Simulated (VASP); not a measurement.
# Re (P6_3/mmc) in VASP: further runs

Re is run at these levels: LDA; tasks: single point, relaxation of cell and atoms.

Everything below comes from runs of VASP 6.6.1. Logs are shortened: lines on timing, memory, paths and dates and some standing lists are left out, and cuts for length are marked.

### 1 The cell of the first run

The structure is hexagonal, space group P6_3/mmc (No. 194). The conventional cell has a = 2.738 Å, b = 2.738 Å, c = 4.417 Å, α = 90.00°, β = 90.00°, γ = 120.00°. Re (site symmetry -6m2) has 12 Re at 2.72 to 2.74 Å within 3.6 Å.

### 2 Single point, LDA

Input file INCAR:

```
SYSTEM = Re
PREC = Accurate ; ENCUT = 520
EDIFF = 1E-6 ; ISMEAR = -1
SIGMA = 0.1 ; LREAL = .False.
LASPH = .True. ; NELM = 60
ALGO = Normal ; ISIF = 2
LWAVE = .False. ; LCHARG = .False.
GGA = CA ; NBANDS = 14
```

Input file KPOINTS:

```
Automatic mesh
0
Gamma
  14 14 8
  0 0 0
```

Input file POSCAR:

```
Re
1.0
    2.7381459522      0.0000000000      0.0000000000
   -1.3690729761      2.3713039539      0.0000000000
    0.0000000000      0.0000000000      4.4169120289
Re
2
Direct
    0.3333333333      0.6666666667      0.2500000000
    0.6666666667      0.3333333333      0.7500000000
```

Potentials or basis: VASP PAW LDA potentials, release 64 (Re).

On the command line:

```bash
> cat potpaw_LDA.64/Re/POTCAR > POTCAR
> mpirun -np 1 vasp_std > vasp.out
```

OUTCAR:

```text
SYSTEM = Re
   PREC = Accurate
   ENCUT = 520
   EDIFF = 1E-6
   ISMEAR = -1
   LREAL = .False.
   LASPH = .True.
   NELM = 60
   ISIF = 2
   GGA = CA

 ion  position               nearest neighbor table
   1  0.333  0.667  0.250-   2 2.72   2 2.72   2 2.72   2 2.72   2 2.72   2 2.72
   2  0.667  0.333  0.750-   1 2.72   1 2.72   1 2.72   1 2.72   1 2.72   1 2.72

  LATTYP: Found a hexagonal cell.
 ALAT       =     2.7381459522
 C/A-ratio  =     1.6131032114

  Lattice vectors:

 A1 = (   2.7381459522,   0.0000000000,   0.0000000000)
 A2 = (  -1.3690729761,   2.3713039539,   0.0000000000)
 A3 = (   0.0000000000,   0.0000000000,   4.4169120289)

Analysis of symmetry for initial positions (statically):
=====================================================================
 Subroutine PRICEL returns:
 Original cell was already a primitive cell.

 Routine SETGRP: Setting up the symmetry group for a
 hexagonal supercell.

 Subroutine GETGRP returns: Found 24 space group operations
 (whereof 12 operations were pure point group operations)
 out of a pool of 24 trial point group operations.

The static configuration has the point symmetry D_3d.
 The point group associated with its full space group is D_6h.

Analysis of symmetry for dynamics (positions and initial velocities):
=====================================================================
 Subroutine PRICEL returns:
 Original cell was already a primitive cell.

 Routine SETGRP: Setting up the symmetry group for a
 hexagonal supercell.

 Subroutine GETGRP returns: Found 24 space group operations
 (whereof 12 operations were pure point group operations)
 out of a pool of 24 trial point group operations.

The dynamic configuration has the point symmetry D_3d.
 The point group associated with its full space group is D_6h.

 Subroutine INISYM returns: Found 24 space group operations
 (whereof 12 operations are pure point group operations),
 and found     1 'primitive' translations

----------------------------------------------------------------------------------------

                                     Primitive cell

  volume of cell :      28.6789

  direct lattice vectors                    reciprocal lattice vectors
     2.738145952  0.000000000  0.000000000     0.365210627  0.210854454  0.000000000
    -1.369072976  2.371303954  0.000000000     0.000000000  0.421708908  0.000000000
     0.000000000  0.000000000  4.416912029     0.000000000  0.000000000  0.226402517

  length of vectors
     2.738145952  2.738145952  4.416912029     0.421708908  0.421708908  0.226402517

  position of ions in fractional coordinates (direct lattice)
     0.333333333  0.666666667  0.250000000
     0.666666667  0.333333333  0.750000000

  ion indices of the primitive-cell ions
   primitive index   ion index
                 1           1
                 2           2

----------------------------------------------------------------------------------------

 KPOINTS: Automatic mesh

Automatic generation of k-mesh.
 Grid dimensions read from file:
 generate k-points for:   14   14    8

 Generating k-lattice:

  Cartesian coordinates                     Fractional coordinates (reciprocal lattice)
     0.026086473  0.015061032  0.000000000     0.071428571  0.000000000  0.000000000
     0.000000000  0.030122065  0.000000000     0.000000000  0.071428571  0.000000000
     0.000000000  0.000000000  0.028300315     0.000000000  0.000000000  0.125000000

  Length of vectors
     0.030122065  0.030122065  0.028300315

  Shift w.r.t. Gamma in fractional coordinates (k-lattice)
     0.000000000  0.000000000  0.000000000

 Subroutine IBZKPT returns following result:
 ===========================================

 Found    120 irreducible k-points:

 Following reciprocal coordinates:
            Coordinates               Weight
  0.000000  0.000000  0.000000      1.000000
  0.071429  0.000000  0.000000      6.000000
  0.142857 -0.000000  0.000000      6.000000
  0.214286  0.000000  0.000000      6.000000
  0.285714  0.000000  0.000000      6.000000
  0.357143  0.000000  0.000000      6.000000
[... 16 lines left out ...]
  0.285714  0.285714  0.000000      6.000000
  0.357143  0.285714  0.000000      6.000000
 [... further k-points ...]
   k-points           NKPTS =    120   k-points in BZ     NKDIM =    120   number of bands    NBANDS=     14
   number of dos      NEDOS =    301   number of ions     NIONS =      2
   total plane-waves  NPLWV =  14400
   dimension x,y,z NGX =    20 NGY =   20 NGZ =   36
   dimension x,y,z NGXF=    40 NGYF=   40 NGZF=   72
   ions per type =               2
   NGX,Y,Z   is equivalent  to a cutoff of  12.14, 12.14, 13.55 a.u.
   NGXF,Y,Z  is equivalent  to a cutoff of  24.29, 24.29, 27.10 a.u.
 SYSTEM =  Re
   PREC   = accura    normal or accurate (medium, high low for compatibility)
   ISTART =      0    job   : 0-new  1-cont  2-samecut
   ICHARG =      2    charge: 1-file 2-atom 10-const
   ISPIN  =      1    spin polarized calculation?
   LNONCOLLINEAR =      F non collinear calculations
   LSORBIT =      F    spin-orbit coupling
   LASPH  =      T    aspherical Exc in radial PAW
   ENCUT  =  520.0 eV  38.22 Ry    6.18 a.u.   5.09  5.09  8.21*2*pi/ulx,y,z
   NELM   =     60;   NELMIN=  2; NELMDL= -5     # of ELM steps
   EDIFF  = 0.1E-05   stopping-criterion for ELM
   LREAL  =      F    real-space projection
   EDIFFG = 0.1E-04   stopping-criterion for IOM
   NSW    =      0    number of steps for IOM
   IBRION =     -1    ionic relax: 0-MD 1-quasi-New 2-CG
   NFREE  =      0    steps in history (QN), initial steepest desc. (CG)
   ISIF   =      2    stress and relaxation
   ISYM   =      2    0-nonsym 1-usesym 2-fastsym
   POTIM  = 0.5000    time-step for ionic-motion
   TEBEG  =    0.0;   TEEND  =   0.0 temperature during run
   PSTRESS=    0.0 pullay stress
   NELECT =      14.0000    total number of electrons
   NUPDOWN=      -1.0000    fix difference up-down
   EMIN   =  10.00;   EMAX   =-10.00  energy-range for DOS
   EFERMI =   0.00;   METHOD = LEGACY
   ISMEAR =    -1;   SIGMA  =   0.10  broadening in eV -4-tet -1-fermi 0-gaus
   EFERMI_NEDOS =   21; number of points for ismear=-14 and -15
   IALGO  =     38    algorithm
   IMIX   =      4    mixing-type and parameters
     AMIX     =   0.40;   BMIX     =  1.00
     AMIX_MAG =   1.60;   BMIX_MAG =  1.00
  volume/ion in A,a.u.               =      14.34        96.77
  Fermi-wavevector in a.u.,A,eV,Ry     =   1.289031  2.435915 22.607449  1.661601
  Thomas-Fermi vector in A             =   2.420949
   LORBIT       =      0    0 simple, 1 ext, 2 COOP (PROOUT), +10 PAW based schemes
   GGA     = CA    functional components
   LHFCALC =     F    Hartree Fock is set to
   AEXX    =    0.0000 exact exchange contribution
   IVDW    =     0    specifies the selected vdW correction
   LEPSILON=     F    determine dielectric tensor
   LRPA    =     F    only Hartree local field effects (RPA)
 non-spin polarized calculation
  energy-cutoff  :      520.00
  volume of cell :       28.68
 maximum number of plane-waves:       786
   NGX = 11   NGY = 11   NGZ = 17

 number of electron      14.0000001 magnetization

 Free energy of the ion-electron system (eV)
  ---------------------------------------------------
  ext. energy  EPLUGINS =         0.00000000
  ---------------------------------------------------
  free energy    TOTEN  =       -27.55530078 eV

  energy without entropy =      -27.50251608  energy(sigma->0) =      -27.52890843

 E-fermi :   8.1629     XC(G=0): -13.9815

 val. band max:        8.1606912018   @ k =   0.1429   0.1429   0.0000
 cond. band min:       8.1840307576   @ k =   0.2857   0.0000   0.5000
 fundamental gap:      0.0233395558
 Fermi energy:         8.1629472427

 k-point     1 :       0.0000    0.0000    0.0000
  band No.  band energies     occupation
      1      -1.7934      2.00000
      2       1.3768      2.00000
      3       6.4987      2.00000
      4       6.4987      2.00000
      5       6.5184      2.00000
      6       7.3734      1.99926
      7       7.3734      1.99926
      8       8.3275      0.32335
      9       8.3275      0.32335
     10       8.9923      0.00050
     11      11.6415      0.00000
     12      11.6415      0.00000
     13      18.5652      0.00000
     14      22.4169      0.00000

 k-point     2 :       0.0714    0.0000    0.0000
  band No.  band energies     occupation
      1      -1.5777      2.00000
      2       1.5790      2.00000
      3       6.0038      2.00000
      4       6.6973      2.00000
      5       6.9411      1.99999
      6       7.2255      1.99983
      7       7.5614      1.99513
      8       7.8956      1.87083
      9       8.1601      1.01434
     10       8.4698      0.08888
     11      11.7571      0.00000
     12      12.6064      0.00000
     13      18.5604      0.00000
     14      22.9002      0.00000

 k-point     3 :       0.1429   -0.0000    0.0000
  band No.  band energies     occupation
      1      -0.9633      2.00000
      2       2.1146      2.00000
      3       5.4278      2.00000
      4       6.5963      2.00000
      5       6.7912      2.00000
      6       7.2815      1.99970
      7       7.5218      1.99672
      8       7.7511      1.96799
      9       8.1004      1.30280
     10       8.1117      1.25093
     11      12.0176      0.00000
     12      14.3387      0.00000
     13      18.4651      0.00000
     14      24.1498      0.00000
[... 324 lines left out ...]
 k-point    23 :       0.2857    0.2857    0.0000
  band No.  band energies     occupation
      1       2.8284      2.00000
      2       3.6140      2.00000
      3       4.1143      2.00000
      4       4.5815      2.00000
      5       5.7294      2.00000
      6       6.4244      2.00000
      7       7.8570      1.91035
      8      10.5740      0.00000
      9      11.8934      0.00000
     10      11.9742      0.00000
     11      14.9014      0.00000
     12      15.7299      0.00000
     13      17.3317      0.00000
     14      21.2834      0.00000

 k-point    24 :       0.3571    0.2857    0.0000
  band No.  band energies     occupation
      1       2.7549      2.00000
      2       3.8760      2.00000
      3       3.9892      2.00000
      4       4.8472      2.00000
      5       5.8571      2.00000
      6       6.1560      2.00000
      7       8.0873      1.36127
      8      11.0861      0.00000
      9      11.6101      0.00000
     10      11.8367      0.00000
     11      15.0185      0.00000
     12      15.1094      0.00000
     13      16.9440      0.00000
     14      22.7736      0.00000

 [... further k-points ...]
[... 5 lines left out ...]
  --------------------------------------------------------------------------------------
  -------------------------------------------------------------------------------------
  Total        0.2908981      0.2908981      0.2517668      0.0000000      0.0000000      0.0000000
  in kB       16.2513297     16.2513297     14.0652202      0.0000000      0.0000000      0.0000000
  external PRESSURE =      15.5226265 kB  Pullay stress =       0.0000000 kB

 VOLUME and BASIS-vectors are now :
 -----------------------------------------------------------------------------
  energy-cutoff  :      520.00
  volume of cell :       28.68
      direct lattice vectors                 reciprocal lattice vectors
     2.738145952  0.000000000  0.000000000     0.365210627  0.210854454  0.000000000
    -1.369072976  2.371303954  0.000000000     0.000000000  0.421708908  0.000000000
     0.000000000  0.000000000  4.416912029     0.000000000  0.000000000  0.226402517

 POSITION                                       TOTAL-FORCE (eV/Angst)
 -----------------------------------------------------------------------------------
     -0.00000      1.58087      1.10423         0.000000     -0.000000      0.000000
      1.36907      0.79043      3.31268        -0.000000      0.000000      0.000000
 -----------------------------------------------------------------------------------
    total drift:                                0.000000     -0.000000     -0.000000

  FREE ENERGIE OF THE ION-ELECTRON SYSTEM (eV)
  ---------------------------------------------------
  free  energy   TOTEN  =       -27.5553007785 eV

  energy  without entropy=      -27.5025160766  energy(sigma->0) =      -27.52890843
```

Run time: 24 s. Hardware: 1 thread of Intel Xeon Platinum 8488C (Sapphire Rapids), shared host; peak memory 0.15 GiB.

What came out:

| Quantity | Value |
| --- | --- |
| Free energy | -27.5553 eV |
| Pressure | 1.6 GPa |
| Band gap on the k mesh | zero (band 7 reaches 9.77 eV, above the bottom of band 8 at 6.36 eV) |

Levels at points of the mesh, in eV from the Fermi level:
| k point | band 3 | band 4 | band 5 | band 6 | band 7 | band 8 | band 9 | band 10 | band 11 | band 12 |
| --- | --- | --- | --- | --- | --- | --- | --- | --- | --- | --- |
| (0.00, 0.00, 0.00) | -1.66 | -1.66 | -1.64 | -0.79 | -0.79 | 0.16 | 0.16 | 0.83 | 3.48 | 3.48 |
| (0.50, 0.00, 0.00) | -5.42 | -2.04 | -1.65 | -1.38 | -0.60 | 4.11 | 4.55 | 4.67 | 6.33 | 7.37 |
| (0.00, 0.00, 0.50) | -2.42 | -2.42 | -1.80 | -1.80 | -1.80 | -1.80 | 2.64 | 2.64 | 2.64 | 2.64 |
| (0.50, 0.00, 0.50) | -4.24 | -4.24 | 0.39 | 0.39 | 1.08 | 1.08 | 4.44 | 4.44 | 4.99 | 4.99 |

Caveat: spin-orbit coupling is left out, which moves the levels of the heavy elements.

### 3 Single point, LDA

Input file INCAR:

```
PREC = Accurate
ENCUT = 520
EDIFF = 1E-6
ISMEAR = -1
SIGMA = 0.1
LREAL = False
LASPH = True
NELM = 100
ALGO = Normal
ISIF = 2
LWAVE = False
LCHARG = False
GGA = CA
NBANDS = 14
```

Input file KPOINTS:

```
Automatic mesh
0
Gamma
  14 14 8
```

POSCAR is that of step 2.

Potentials or basis: VASP PAW LDA potentials, release 64 (Re).

On the command line:

```bash
> cat potpaw_LDA.64/Re/POTCAR > POTCAR
> mpirun -np 1 vasp_std > vasp.out
```

Run time: 26 s. Hardware: 1 thread of Intel Xeon Platinum 8488C (Sapphire Rapids), shared host; peak memory 0.15 GiB.

It converged, with:

| Item | Value |
| --- | --- |
| Free energy | -27.5553 eV |
| Pressure | 1.6 GPa |
| Band gap on the k mesh | zero (band 7 reaches 9.77 eV, above the bottom of band 8 at 6.36 eV) |

Stress tensor (GPa, compression positive):
```
1.63 0.00 0.00
0.00 1.63 0.00
0.00 0.00 1.41
```

Levels at points of the mesh, in eV from the Fermi level:
```tsv
k point	band 3	band 4	band 5	band 6	band 7	band 8	band 9	band 10	band 11	band 12
(0.00, 0.00, 0.00)	-1.66	-1.66	-1.64	-0.79	-0.79	0.16	0.16	0.83	3.48	3.48
(0.50, 0.00, 0.00)	-5.42	-2.04	-1.65	-1.38	-0.60	4.11	4.55	4.67	6.33	7.37
(0.00, 0.00, 0.50)	-2.42	-2.42	-1.80	-1.80	-1.80	-1.80	2.64	2.64	2.64	2.64
(0.50, 0.00, 0.50)	-4.24	-4.24	0.39	0.39	1.08	1.08	4.44	4.44	4.99	4.99
```

Caveat: spin-orbit coupling is left out, which moves the levels of the heavy elements.

### 4 Relaxation of cell and atoms, LDA

This run uses another cell than the first one, of 14.71 Å³/atom, 1.026 times its volume.

Input file INCAR:

```
  PREC = Accurate
  ENCUT = 600
  EDIFF = 1E-6
  ISMEAR = -1
  SIGMA = 0.1
  LREAL = F
  LASPH = T
  NELM = 80
  ALGO = Normal
  ISIF = 3
  LWAVE = F
  LCHARG = F
  IBRION = 2
  NSW = 100
  EDIFFG = -0.002
```

KPOINTS is that of step 3.

Input file POSCAR:

```
Re
1.0
    2.7608000000      0.0000000000      0.0000000000
   -1.3804000000      2.3909229348      0.0000000000
    0.0000000000      0.0000000000      4.4582000000
Re
2
Direct
    0.3333333333      0.6666666667      0.2500000000
    0.6666666667      0.3333333333      0.7500000000
```

On the command line:

```bash
> cat potpaw_LDA.64/Re/POTCAR > POTCAR
> mpirun -np 1 vasp_std > vasp.out
```

Wall time 1.8 min (1 thread of Intel Xeon Platinum 8488C (Sapphire Rapids), shared host); peak memory 0.19 GiB.

It converged, with:

* Free energy: -27.5575 eV
* Relaxed volume: 14.40 Å³/atom
* Relaxed cell: a = 2.742 Å, b = 2.742 Å, c = 4.422 Å, α = 90.00°, β = 90.00°, γ = 120.00°
* Space group after relaxing (to 0.05 Å): P6_3/mmc (No. 194)
* Energy gained by relaxing: 8.6 meV/atom
* Ionic steps: 10
* Pressure after relaxing: 0.0 GPa
* Band gap on the k mesh: zero (band 7 reaches 9.71 eV, above the bottom of band 8 at 6.32 eV)

Step by step:
| step | energy change (eV) | largest force (eV/Å) | pressure (GPa) | volume (Å³) |
| --- | --- | --- | --- | --- |
| 1 | 0.0000 | 0.0000 | -8.53 | 29.43 |
| 2 | 0.3348 | 0.0000 | 47.48 | 26.21 |
| 3 | -0.0172 | 0.0000 | -0.37 | 28.82 |
| 4 | -0.0172 | 0.0000 | -0.08 | 28.80 |
| 5 | -0.0172 | 0.0000 | 0.11 | 28.79 |
| 6 | -0.0172 | 0.0000 | -0.37 | 28.82 |
| 7 | -0.0173 | 0.0000 | -0.10 | 28.80 |
| 8 | -0.0172 | 0.0000 | 0.19 | 28.78 |
| 9 | -0.0173 | 0.0000 | 0.01 | 28.79 |
| 10 | -0.0173 | 0.0000 | -0.01 | 28.80 |

Final structure:
```yaml
crystal:
  lattice:
    - [2.74223, 0.00000, 0.00000]
    - [-1.37112, 2.37484, 0.00000]
    - [0.00000, 0.00000, 4.42172]
  atoms:
    - { symbol: Re, position: [0.33333, 0.66667, 0.25000] }
    - { symbol: Re, position: [0.66667, 0.33333, 0.75000] }
```

Levels at points of the mesh, in eV from the Fermi level:
```
           k point  band 4  band 5  band 6  band 7  band 8  band 9  band 10  band 11
(0.00, 0.00, 0.00)   -1.65   -1.63   -0.78   -0.78    0.16    0.16     0.82     3.46
(0.50, 0.00, 0.00)   -2.03   -1.65   -1.37   -0.59    4.08    4.53     4.64     6.29
(0.00, 0.00, 0.50)   -2.41   -1.79   -1.79   -1.79   -1.79    2.62     2.62     2.62
(0.50, 0.00, 0.50)   -4.21    0.39    0.39    1.07    1.07    4.41     4.41     4.96
```

Caveat: spin-orbit coupling is left out, which moves the levels of the heavy elements.

### 5 Single point, LDA

Input file INCAR:

```
SYSTEM = Re
PREC = Accurate ; ENCUT = 500
EDIFF = 1E-6 ; ISMEAR = -1
SIGMA = 0.1 ; LREAL = .False.
LASPH = .True. ; NELM = 120
ALGO = Normal ; ISIF = 2
LWAVE = .False. ; LCHARG = .False.
GGA = CA ; NBANDS = 22
GGA_COMPAT = .False.
```

Input file KPOINTS:

```
Automatic mesh
0
Gamma
  14 14 8
  0 0 0
```

Input file POSCAR:

```
Re
1.0
    2.7381459522      0.0000000000      0.0000000000
   -1.3690729761      2.3713039539      0.0000000000
    0.0000000000      0.0000000000      4.4169120289
Re
2
Direct
    0.3333333333      0.6666666667      0.2500000000
    0.6666666667      0.3333333333      0.7500000000
```

Potentials or basis: VASP PAW LDA potentials, release 64 (Re_sv_GW).

On the command line:

```bash
> cat potpaw_LDA.64/Re_sv_GW/POTCAR > POTCAR
> mpirun -np 1 vasp_std > vasp.out
```

Wall time 22 s (1 thread of Intel Xeon 6975P-C (Granite Rapids), shared host); peak memory 0.17 GiB.

Results (log left out):

| Item | Value |
| --- | --- |
| Free energy | -30.7769 eV |
| Pressure | -0.9 GPa |
| Band gap on the k mesh | zero (band 15 reaches 14.82 eV, above the bottom of band 16 at 11.43 eV) |

Stress tensor (GPa, compression positive):
```
-0.90  0.00  0.00
 0.00 -0.90  0.00
 0.00  0.00 -1.03
```

Levels at points of the mesh, in eV from the Fermi level:
```
           k point  band 12  band 13  band 14  band 15  band 16  band 17  band 18  band 19
(0.00, 0.00, 0.00)    -1.66    -1.64    -0.78    -0.78     0.17     0.17     0.84     3.47
(0.50, 0.00, 0.00)    -2.03    -1.63    -1.37    -0.58     4.12     4.57     4.69     6.34
(0.00, 0.00, 0.50)    -2.42    -1.79    -1.79    -1.79    -1.79     2.64     2.64     2.64
(0.50, 0.00, 0.50)    -4.23     0.39     0.39     1.08     1.08     4.45     4.45     5.00
```

Caveat: spin-orbit coupling is left out, which moves the levels of the heavy elements.

### 6 Overview

```tsv
task	potentials or basis	cell	cutoff (eV)	second run	gap on the mesh (eV)	pressure (GPa)
single point	VASP PAW LDA potentials, release 64 (Re)	a = 2.738, b = 2.738, c = 4.417 Å, angles 90.0, 90.0, 120.0°, 2 atoms	520	-	none	1.6
relaxation of cell and atoms	VASP PAW LDA potentials, release 64 (Re)	relaxed from a = 2.761, b = 2.761, c = 4.458 Å, angles 90.0, 90.0, 120.0°, 2 atoms	600	-	none	0.0
single point	VASP PAW LDA potentials, release 64 (Re_sv_GW)	a = 2.738, b = 2.738, c = 4.417 Å, angles 90.0, 90.0, 120.0°, 2 atoms	500	valence_matched	none	-0.9
```

Alike in all rows: level LDA; no spin polarisation; k mesh 14 × 14 × 8; smearing fermi-dirac 0.1 eV.

Caveats: spin-orbit coupling is left out, which moves the levels of the heavy elements.

Total energies depend on the potentials used, so only differences within one code and one set of settings carry meaning.
